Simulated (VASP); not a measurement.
A run of VASP 6.6.1 is set up as follows.

The input INCAR:

```
  ALGO = Normal
  EDIFF = 1E-6
  ENCUT = 520
  GGA = PE
  ISIF = 2
  ISMEAR = 0
  LASPH = T
  LCHARG = T
  LELF = T
  LREAL = F
  LVHAR = T
  LWAVE = F
  NBANDS = 46
  NELM = 60
  PREC = Accurate
  SIGMA = 0.1
```

KPOINTS

```
k-points
0
Gamma
  8 8 8
```

File POSCAR:

```
Mg2Zn3O5
1.0
   -1.5209096756      1.5209096756     10.7544989441
    1.5209096756     -1.5209096756     10.7544989441
    1.5209096756      1.5209096756    -10.7544989441
Mg Zn O
2 3 5
Direct
    0.3001126695      0.3001126695      0.0000000000
    0.6998873305      0.6998873305      0.0000000000
    0.8992199473      0.8992199473      0.0000000000
    0.1007800527      0.1007800527      0.0000000000
    0.5000000000      0.5000000000      0.0000000000
    0.7986460009      0.7986460009      0.0000000000
    0.2013539991      0.2013539991      0.0000000000
    0.6013277526      0.6013277526      0.0000000000
    0.0000000000      0.0000000000      0.0000000000
    0.3986722474      0.3986722474      0.0000000000
```

Potentials or basis: VASP PAW PBE potentials, release 64 (Mg, Zn, O).

Launch:

```sh
$ cat potpaw_PBE.64/Mg/POTCAR potpaw_PBE.64/Zn/POTCAR potpaw_PBE.64/O/POTCAR > POTCAR
$ mpirun -np 1 vasp_std > vasp.out
```

Task: Predict the band gap on the k mesh.

Result: 1.54 eV (least direct gap 2.47 eV).

Task: What does it give for the largest force?

Result: 0.046 eV/Å.

Forces in eV/Å, atoms in the order of the input:
```
Mg   0.000  0.000 -0.008
Mg   0.000  0.000  0.008
Zn   0.000  0.000 -0.006
Zn   0.000  0.000  0.006
Zn   0.000  0.000  0.000
O    0.000  0.000 -0.041
O    0.000  0.000  0.041
O    0.000  0.000  0.046
O    0.000  0.000  0.000
O    0.000  0.000 -0.046
```

A k mesh can miss the band edges.
